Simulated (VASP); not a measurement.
Ti:

```xyz
1
Lattice="0.0000 2.1140 2.1140 2.1140 0.0000 2.1140 2.1140 2.1140 0.0000" Properties=species:S:1:pos:R:3 pbc="T T T"
Ti    0.0000    0.0000    0.0000
```

This isn't the form of Ti at room conditions, which is hcp.

Base run:

```yaml
Program: VASP 6.6.1
Functional: LDA
Potentials_or_basis: VASP PAW LDA potentials, release 64 (Ti_sv)
Cutoff: 520 eV
k_mesh: 22 × 22 × 22
Occupations: gaussian, width 0.15 eV
Spin: collinear spin
Starting_moments: "[1.0] μB"
Fixed_moment: 1 μB
```

Its results: pressure -12.8 GPa; site moments Ti +0.68 μB.

Question: The run is repeated on the same cell with these changes: fixed moment from 1 μB to 0.5 μB; moments at the start from [1.0] to [0.5]. What comes out?

Answer: Pressure -14.5 GPa; site moments Ti +0.34 μB.

Caveats: the cell stands under tension; the total moment is fixed, so each spin has its own Fermi level.
